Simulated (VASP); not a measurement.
# Cs2KMoP6: single point with PBE+U

The system is Cs2KMoP6.

```
Mo K Cs P
1.0
     0.00000    5.32489    5.32489
     5.32489    0.00000    5.32489
     5.32489    5.32489    0.00000
Mo K Cs P
1 1 2 6
Direct
  0.99267 0.01658 0.99099
  0.48982 0.50072 0.51138
  0.23767 0.26813 0.23671
  0.77179 0.73496 0.73920
  0.79197 0.22281 0.23574
  0.26990 0.77750 0.20136
  0.23147 0.77280 0.77176
  0.72494 0.22613 0.78580
  0.19830 0.26687 0.78727
  0.76431 0.74463 0.23783
```

```
Program                : VASP 6.6.1
Task                   : single point
Functional             : PBE
Potentials or basis    : VASP PAW PBE potentials, release 64 (Mo_sv, K_sv, Cs_sv, P)
Cutoff                 : 520 eV
k mesh                 : 3 × 3 × 3
Occupations            : methfessel-paxton, width 0.15 eV
Spin                   : no spin polarisation
Hubbard terms          : Mo d U = 4.0 eV
Dipole correction      : no
Further INCAR settings : ALGO = Normal; EDIFF = 1e-07; NBANDS = 46
```

* Pressure: -1.6 GPa
* Largest force: 2.765 eV/Å
* Band gap on the k mesh: zero (an odd number of electrons rules out a gap without spin polarisation)

Forces on the atoms (eV/Å):
```
Mo  -0.277 -0.063 -0.373
K   -0.366 -0.528 -0.112
Cs   0.164  0.429 -0.012
Cs   0.146 -0.280  0.020
P   -1.200 -0.194  0.110
P    0.007 -2.129 -0.113
P    1.793  0.071 -0.063
P   -0.148  2.757  0.162
P   -0.179  0.296 -2.080
P    0.060 -0.359  2.461
```

Stress tensor (GPa, compression positive):
```
-1.04 -0.10 -0.40
-0.10 -1.91 -0.57
-0.40 -0.57 -1.77
```

Levels at points of the mesh, in eV from the Fermi level:
```tsv
k point	band 33	band 34	band 35	band 36	band 37	band 38
(0.00, 0.00, 0.00)	-0.21	-0.15	0.38	0.58	0.63	0.82
```

Eigenvalues of the final occupation matrices:
```tsv
site	spin	trace	eigenvalues
site 1 d	1	1.80	0.27 0.27 0.28 0.48 0.51
site 1 d	2	1.80	0.27 0.27 0.28 0.48 0.51
```

Run time: 5.2 min on 1 thread of AMD EPYC 7R43 64-Core Processor (Zen 3), on a shared host, peak memory 0.5 GiB.

Caveat: spin-orbit coupling is left out, which moves the levels of the heavy elements; an odd number of electrons without spin polarisation forces a metal; a magnetic or distorted state may lie lower; U without spin polarisation on a metal has little footing; the U is typed as a test and isn't derived for this compound.
